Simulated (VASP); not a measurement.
Input of a VASP 6.6.1 run:

INCAR

```
  ALGO = Normal
  EDIFF = 1E-8
  ENCUT = 400
  GGA = PE
  GGA_COMPAT = False
  ISIF = 2
  ISMEAR = -1
  LASPH = True
  LCHARG = False
  LEFG = True
  LREAL = False
  LWAVE = False
  NBANDS = 21
  NELM = 120
  PREC = Accurate
  SIGMA = 0.03
```

KPOINTS

```
k-points
0
Gamma
  7 7 4
```

Contents of POSCAR:

```
PbI2
1.0
    4.1742727887      0.0000000000      0.0000000000
   -2.0871363943      3.6150262773      0.0000000000
    0.0000000000      0.0000000000      6.6461026403
Pb I
1 2
Direct
    0.0000000000      0.0000000000      0.0000000000
    0.6666666667      0.3333333333      0.7018888815
    0.3333333333      0.6666666667      0.2981111185
```

Potentials or basis: VASP PAW PBE potentials, release 64 (Pb_d, I).

Launch:

```console
$ cat potpaw_PBE.64/Pb_d/POTCAR potpaw_PBE.64/I/POTCAR > POTCAR
$ mpirun -np 1 vasp_std > vasp.out
```

Task: Estimate the pressure.

Result: 8.3 GPa.

Task: Predict the band gap on the k mesh.

Result: 1.51 eV (least direct gap 1.80 eV).

Stress tensor (GPa, compression positive):
```
8.23 0.00 0.00
0.00 8.23 0.00
0.00 0.00 8.31
```

Caveat: the cell stands under pressure; without QUAD_EFG the Cq values of the log hold for a quadrupole moment of 1 mb, not for the nuclei; spin-orbit coupling is left out, which moves the levels of the heavy elements; an odd mesh through Γ misses points on the zone boundary, where band edges can lie.
